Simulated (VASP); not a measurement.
# PbI2 (P-3m1) in VASP: further runs

The runs below take PbI2 through single point, with LDA.

Everything below comes from runs of VASP 6.6.1. Logs are shortened: lines on timing, memory, paths and dates and some standing lists are left out, and cuts for length are marked.

## (1) The cell of the first run

The structure is trigonal, space group P-3m1 (No. 164). Conventional cell: a = 4.482 Å, b = 4.482 Å, c = 7.208 Å, α = 90.00°, β = 90.00°, γ = 120.00°. Pb (site symmetry -3m) has 6 I at 3.22 Å within 4.2 Å. Within 4.3 Å of I (site symmetry 3m) lie 3 Pb at 3.22 Å and 3 I at 4.26 Å.

## (2) Single point, LDA

INCAR reads:

```
SYSTEM = PbI2
PREC = Accurate ; ENCUT = 500
EDIFF = 1E-6 ; ISMEAR = 0
SIGMA = 0.05 ; LREAL = .False.
LASPH = .True. ; NELM = 120
ALGO = Normal ; ISIF = 2
LWAVE = .False. ; LCHARG = .True.
LELF = .True. ; LVHAR = .True.
NBANDS = 21 ; GGA_COMPAT = .False.
```

KPOINTS reads:

```
regular mesh
0
Gamma
  9 9 6
  0 0 0
```

POSCAR reads:

```
PbI2
1.0
    4.4815212346      0.0000000000      0.0000000000
   -2.2407606173      3.8811112367      0.0000000000
    0.0000000000      0.0000000000      7.2076704633
Pb I
1 2
Direct
    0.0000000000      0.0000000000      0.0000000000
    0.3333333333      0.6666666667      0.2650000000
    0.6666666667      0.3333333333      0.7350000000
```

Potentials or basis: VASP PAW LDA potentials, release 64 (Pb_d, I).

Run with:

```
$ cat potpaw_LDA.64/Pb_d/POTCAR potpaw_LDA.64/I/POTCAR > POTCAR
$ mpirun -np 1 vasp_std > vasp.out
```

OUTCAR:

```text
SYSTEM = PbI2
   PREC = Accurate
   ENCUT = 500
   EDIFF = 1E-6
   ISMEAR = 0
   LREAL = .False.
   LASPH = .True.
   NELM = 120
   ISIF = 2

 ion  position               nearest neighbor table
   1  0.000  0.000  0.000-   2 3.22   3 3.22   2 3.22   3 3.22   3 3.22   2 3.22
   2  0.333  0.667  0.265-   1 3.22   1 3.22   1 3.22
   3  0.667  0.333  0.735-   1 3.22   1 3.22   1 3.22

  LATTYP: Found a hexagonal cell.
 ALAT       =     4.4815212346
 C/A-ratio  =     1.6083088947

  Lattice vectors:

 A1 = (   4.4815212346,   0.0000000000,   0.0000000000)
 A2 = (  -2.2407606173,   3.8811112367,   0.0000000000)
 A3 = (   0.0000000000,   0.0000000000,   7.2076704633)

Analysis of symmetry for initial positions (statically):
=====================================================================
 Subroutine PRICEL returns:
 Original cell was already a primitive cell.

 Routine SETGRP: Setting up the symmetry group for a
 hexagonal supercell.

 Subroutine GETGRP returns: Found 12 space group operations
 (whereof 12 operations were pure point group operations)
 out of a pool of 24 trial point group operations.

The static configuration has the point symmetry D_3d.

Analysis of symmetry for dynamics (positions and initial velocities):
=====================================================================
 Subroutine PRICEL returns:
 Original cell was already a primitive cell.

 Routine SETGRP: Setting up the symmetry group for a
 hexagonal supercell.

 Subroutine GETGRP returns: Found 12 space group operations
 (whereof 12 operations were pure point group operations)
 out of a pool of 24 trial point group operations.

The dynamic configuration has the point symmetry D_3d.

 Subroutine INISYM returns: Found 12 space group operations
 (whereof 12 operations are pure point group operations),
 and found     1 'primitive' translations

----------------------------------------------------------------------------------------

                                     Primitive cell

  volume of cell :     125.3650

  direct lattice vectors                    reciprocal lattice vectors
     4.481521235  0.000000000  0.000000000     0.223138517  0.128829083  0.000000000
    -2.240760617  3.881111237  0.000000000     0.000000000  0.257658165  0.000000000
     0.000000000  0.000000000  7.207670463     0.000000000  0.000000000  0.138741082

  length of vectors
     4.481521235  4.481521235  7.207670463     0.257658165  0.257658165  0.138741082

  position of ions in fractional coordinates (direct lattice)
     0.000000000  0.000000000  0.000000000
     0.333333333  0.666666667  0.265000000
     0.666666667  0.333333333  0.735000000

  ion indices of the primitive-cell ions
   primitive index   ion index
                 1           1
                 2           2
                 3           3

----------------------------------------------------------------------------------------

 KPOINTS: regular mesh

Automatic generation of k-mesh.
 Grid dimensions read from file:
 generate k-points for:    9    9    6

 Generating k-lattice:

  Cartesian coordinates                     Fractional coordinates (reciprocal lattice)
     0.024793169  0.014314343  0.000000000     0.111111111  0.000000000  0.000000000
     0.000000000  0.028628685  0.000000000     0.000000000  0.111111111  0.000000000
     0.000000000  0.000000000  0.023123514     0.000000000  0.000000000  0.166666667

  Length of vectors
     0.028628685  0.028628685  0.023123514

  Shift w.r.t. Gamma in fractional coordinates (k-lattice)
     0.000000000  0.000000000  0.000000000

 Subroutine IBZKPT returns following result:
 ===========================================

 Found     62 irreducible k-points:

 Following reciprocal coordinates:
            Coordinates               Weight
  0.000000  0.000000  0.000000      1.000000
  0.111111 -0.000000  0.000000      6.000000
  0.222222 -0.000000  0.000000      6.000000
  0.333333 -0.000000  0.000000      6.000000
  0.444444 -0.000000  0.000000      6.000000
  0.111111  0.111111  0.000000      6.000000
[... 16 lines left out ...]
  0.222222  0.111111  0.166667     12.000000
 -0.111111  0.333333  0.166667     12.000000
 [... further k-points ...]
   k-points           NKPTS =     62   k-points in BZ     NKDIM =     62   number of bands    NBANDS=     21
   number of dos      NEDOS =    301   number of ions     NIONS =      3
   total plane-waves  NPLWV =  69984
   dimension x,y,z NGX =    36 NGY =   36 NGZ =   54
   dimension x,y,z NGXF=    72 NGYF=   72 NGZF=  108
   ions per type =               1   2
   NGX,Y,Z   is equivalent  to a cutoff of  13.35, 13.35, 12.46 a.u.
   NGXF,Y,Z  is equivalent  to a cutoff of  26.71, 26.71, 24.91 a.u.
 SYSTEM =  PbI2
   PREC   = accura    normal or accurate (medium, high low for compatibility)
   ISTART =      0    job   : 0-new  1-cont  2-samecut
   ICHARG =      2    charge: 1-file 2-atom 10-const
   ISPIN  =      1    spin polarized calculation?
   LNONCOLLINEAR =      F non collinear calculations
   LSORBIT =      F    spin-orbit coupling
   LASPH  =      T    aspherical Exc in radial PAW
   ENCUT  =  500.0 eV  36.75 Ry    6.06 a.u.   8.17  8.17 13.14*2*pi/ulx,y,z
   NELM   =    120;   NELMIN=  2; NELMDL= -5     # of ELM steps
   EDIFF  = 0.1E-05   stopping-criterion for ELM
   LREAL  =      F    real-space projection
   EDIFFG = 0.1E-04   stopping-criterion for IOM
   NSW    =      0    number of steps for IOM
   IBRION =     -1    ionic relax: 0-MD 1-quasi-New 2-CG
   NFREE  =      0    steps in history (QN), initial steepest desc. (CG)
   ISIF   =      2    stress and relaxation
   ISYM   =      2    0-nonsym 1-usesym 2-fastsym
   POTIM  = 0.5000    time-step for ionic-motion
   TEBEG  =    0.0;   TEEND  =   0.0 temperature during run
   PSTRESS=    0.0 pullay stress
   NELECT =      28.0000    total number of electrons
   NUPDOWN=      -1.0000    fix difference up-down
   EMIN   =  10.00;   EMAX   =-10.00  energy-range for DOS
   EFERMI =   0.00;   METHOD = LEGACY
   ISMEAR =     0;   SIGMA  =   0.05  broadening in eV -4-tet -1-fermi 0-gaus
   EFERMI_NEDOS =   21; number of points for ismear=-14 and -15
   IALGO  =     38    algorithm
   IMIX   =      4    mixing-type and parameters
     AMIX     =   0.40;   BMIX     =  1.00
     AMIX_MAG =   1.60;   BMIX_MAG =  1.00
  volume/ion in A,a.u.               =      41.79       282.00
  Fermi-wavevector in a.u.,A,eV,Ry     =   0.993273  1.877014 13.423392  0.986591
  Thomas-Fermi vector in A             =   2.125143
   LORBIT       =      0    0 simple, 1 ext, 2 COOP (PROOUT), +10 PAW based schemes
   GGA     = CA    functional components
   LHFCALC =     F    Hartree Fock is set to
   AEXX    =    0.0000 exact exchange contribution
   IVDW    =     0    specifies the selected vdW correction
   LEPSILON=     F    determine dielectric tensor
   LRPA    =     F    only Hartree local field effects (RPA)
 non-spin polarized calculation
 Gauss-broadening in eV      SIGMA  =   0.05
  energy-cutoff  :      500.00
  volume of cell :      125.37
 maximum number of plane-waves:      3204
 NGX is ok and might be reduce to    36

 number of electron      28.0000003 magnetization

 Free energy of the ion-electron system (eV)
  ---------------------------------------------------
  ext. energy  EPLUGINS =         0.00000000
  ---------------------------------------------------
  free energy    TOTEN  =       -10.02188428 eV

  energy without entropy =      -10.02188428  energy(sigma->0) =      -10.02188428

 E-fermi :   2.8052     XC(G=0):  -8.5052

 val. band max:        2.5350113096   @ k =   0.0000   0.0000   0.5000
 cond. band min:       4.6375245850   @ k =   0.0000   0.0000   0.5000
 fundamental gap:      2.1025132754
 Fermi energy:         2.8051695239

 k-point     1 :       0.0000    0.0000    0.0000
  band No.  band energies     occupation
      1     -13.6036      2.00000
      2     -13.6036      2.00000
      3     -13.5778      2.00000
      4     -13.5736      2.00000
      5     -13.5736      2.00000
      6      -9.8053      2.00000
[... 13 lines left out ...]
     20      10.2263      0.00000
     21      10.3764      0.00000

 k-point     2 :       0.1111   -0.0000    0.0000
  band No.  band energies     occupation
      1     -13.6081      2.00000
      2     -13.6014      2.00000
      3     -13.5764      2.00000
      4     -13.5750      2.00000
      5     -13.5732      2.00000
      6      -9.7460      2.00000
[... 13 lines left out ...]
     20       9.5872      0.00000
     21      10.4466      0.00000

 k-point     3 :       0.2222   -0.0000    0.0000
  band No.  band energies     occupation
      1     -13.6207      2.00000
      2     -13.5967      2.00000
      3     -13.5795      2.00000
      4     -13.5712      2.00000
      5     -13.5706      2.00000
      6      -9.5813      2.00000
[... 13 lines left out ...]
     20       9.9782      0.00000
     21      10.6920      0.00000

 k-point     4 :       0.3333   -0.0000    0.0000
  band No.  band energies     occupation
      1     -13.6359      2.00000
      2     -13.5934      2.00000
      3     -13.5829      2.00000
      4     -13.5669      2.00000
      5     -13.5647      2.00000
      6      -9.3558      2.00000
[... 13 lines left out ...]
     20      10.4741      0.00000
     21      11.4046      0.00000

 k-point     5 :       0.4444   -0.0000    0.0000
  band No.  band energies     occupation
      1     -13.6460      2.00000
      2     -13.5923      2.00000
      3     -13.5850      2.00000
      4     -13.5629      2.00000
      5     -13.5608      2.00000
      6      -9.1595      2.00000
[... 13 lines left out ...]
     20      11.1346      0.00000
     21      11.7896      0.00000

 k-point     6 :       0.1111    0.1111    0.0000
  band No.  band energies     occupation
      1     -13.6157      2.00000
      2     -13.5990      2.00000
      3     -13.5775      2.00000
      4     -13.5744      2.00000
      5     -13.5706      2.00000
      6      -9.6337      2.00000
[... 13 lines left out ...]
     20       9.9217      0.00000
     21      10.4619      0.00000

 k-point     7 :       0.2222    0.1111    0.0000
  band No.  band energies     occupation
      1     -13.6279      2.00000
      2     -13.5972      2.00000
      3     -13.5801      2.00000
      4     -13.5717      2.00000
      5     -13.5652      2.00000
      6      -9.4367      2.00000
[... 13 lines left out ...]
     20      10.3099      0.00000
     21      11.0801      0.00000
[... 291 lines left out ...]
      1     -13.6461      2.00000
      2     -13.5923      2.00000
      3     -13.5850      2.00000
      4     -13.5629      2.00000
      5     -13.5608      2.00000
      6      -9.1447      2.00000
[... 13 lines left out ...]
     20      11.0194      0.00000
     21      11.5084      0.00000

 k-point    21 :       0.0000    0.4444    0.1667
  band No.  band energies     occupation
      1     -13.6461      2.00000
      2     -13.5923      2.00000
      3     -13.5850      2.00000
      4     -13.5629      2.00000
      5     -13.5608      2.00000
      6      -9.1474      2.00000
[... 13 lines left out ...]
     20      10.6942      0.00000
     21      11.2769      0.00000

 k-point    22 :       0.1111    0.1111    0.1667
  band No.  band energies     occupation
      1     -13.6158      2.00000
      2     -13.5990      2.00000
      3     -13.5775      2.00000
      4     -13.5744      2.00000
      5     -13.5706      2.00000
      6      -9.6079      2.00000
[... 13 lines left out ...]
     20       9.8588      0.00000
     21      10.0623      0.00000

 k-point    23 :       0.2222    0.1111    0.1667
  band No.  band energies     occupation
      1     -13.6280      2.00000
      2     -13.5972      2.00000
      3     -13.5801      2.00000
      4     -13.5717      2.00000
      5     -13.5652      2.00000
      6      -9.4143      2.00000
[... 13 lines left out ...]
     20      10.4364      0.00000
     21      10.8088      0.00000

 k-point    24 :      -0.1111    0.3333    0.1667
  band No.  band energies     occupation
      1     -13.6280      2.00000
      2     -13.5972      2.00000
      3     -13.5802      2.00000
      4     -13.5717      2.00000
      5     -13.5652      2.00000
      6      -9.4148      2.00000
[... 13 lines left out ...]
     20       9.9846      0.00000
     21      10.3999      0.00000

 [... further k-points ...]
[... 5 lines left out ...]
  --------------------------------------------------------------------------------------
  -------------------------------------------------------------------------------------
  Total       -0.6594081     -0.6594081     -1.0981072      0.0000000      0.0000000      0.0000000
  in kB       -8.4272984     -8.4272984    -14.0339158      0.0000000      0.0000000      0.0000000
  external PRESSURE =     -10.2961709 kB  Pullay stress =       0.0000000 kB

 VOLUME and BASIS-vectors are now :
 -----------------------------------------------------------------------------
  energy-cutoff  :      500.00
  volume of cell :      125.37
      direct lattice vectors                 reciprocal lattice vectors
     4.481521235  0.000000000  0.000000000     0.223138517  0.128829083  0.000000000
    -2.240760617  3.881111237  0.000000000     0.000000000  0.257658165  0.000000000
     0.000000000  0.000000000  7.207670463     0.000000000  0.000000000  0.138741082

 POSITION                                       TOTAL-FORCE (eV/Angst)
 -----------------------------------------------------------------------------------
      0.00000      0.00000      0.00000         0.000000      0.000000      0.000000
     -0.00000      2.58741      1.91003         0.000000      0.000000     -0.120317
      2.24076      1.29370      5.29764        -0.000000      0.000000      0.120317
 -----------------------------------------------------------------------------------
    total drift:                               -0.000000     -0.000000      0.000000

  FREE ENERGIE OF THE ION-ELECTRON SYSTEM (eV)
  ---------------------------------------------------
  free  energy   TOTEN  =       -10.0218842835 eV

  energy  without entropy=      -10.0218842835  energy(sigma->0) =      -10.02188428
```

Run time: 55 s. Hardware: 1 thread of Intel Xeon 6975P-C (Granite Rapids), shared host; peak memory 0.3 GiB.

What came out:

```
Free energy            : -10.0219 eV
Pressure               : -1.0 GPa
Largest force          : 0.120 eV/Å
Band gap on the k mesh : 2.10 eV
```

Forces on the atoms (eV/Å):
```
Pb   0.000  0.000  0.000
I    0.000  0.000 -0.120
I    0.000  0.000  0.120
```

Caveat: spin-orbit coupling is left out, which moves the levels of the heavy elements.

## (3) Single point, LDA

This run uses another cell than the first one, of the same volume but with other edges.

INCAR reads:

```
SYSTEM = PbI2
PREC = Accurate
ENCUT = 500
EDIFF = 1E-6
ISMEAR = 0
SIGMA = 0.05
LREAL = .False.
LASPH = .True.
NELM = 120
ALGO = Normal
ISIF = 2
LWAVE = .False.
LCHARG = .False.
GGA = CA
NBANDS = 21
GGA_COMPAT = .False.
```

KPOINTS is that of step 2.

POSCAR reads:

```
PbI2
1.0
    4.9067270056      0.0000000000      0.0000000000
   -2.4533635028      4.2493502363      0.0000000000
    0.0000000000      0.0000000000      6.0125963329
Pb I
1 2
Direct
    0.0000000000      0.0000000000      0.0000000000
    0.3333333333      0.6666666667      0.2650000000
    0.6666666667      0.3333333333      0.7350000000
```

Potentials or basis: VASP PAW LDA potentials, release 64 (Pb_d, I).

Run with:

```
$ cat potpaw_LDA.64/Pb_d/POTCAR potpaw_LDA.64/I/POTCAR > POTCAR
$ mpirun -np 1 vasp_std > vasp.out
```

Run time: 50 s. Hardware: 1 thread of Intel Xeon 6975P-C (Granite Rapids), shared host; peak memory 0.29 GiB.

It converged, with:

* Free energy: -9.8872 eV
* Pressure: -1.4 GPa
* Largest force: 0.007 eV/Å
* Band gap on the k mesh: 1.49 eV (least direct gap 1.89 eV)

Forces on the atoms (eV/Å):
```
Pb   0.000  0.000  0.000
I    0.000  0.000 -0.007
I    0.000  0.000  0.007
```

Stress tensor (GPa, compression positive):
```
-2.11  0.00  0.00
 0.00 -2.11  0.00
 0.00  0.00  0.03
```

Levels at points of the mesh, in eV from the valence-band top:
| k point | band 11 | band 12 | band 13 | band 14 | band 15 | band 16 | band 17 | band 18 |
| --- | --- | --- | --- | --- | --- | --- | --- | --- |
| (0.00, 0.00, 0.00) | -1.48 | -1.42 | -1.42 | -0.19 | 1.70 | 2.96 | 2.96 | 5.95 |
| (0.00, 0.00, 0.50) | -1.62 | -1.12 | -1.12 | -0.44 | 1.49 | 2.47 | 2.47 | 6.38 |

Caveat: spin-orbit coupling is left out, which moves the levels of the heavy elements.
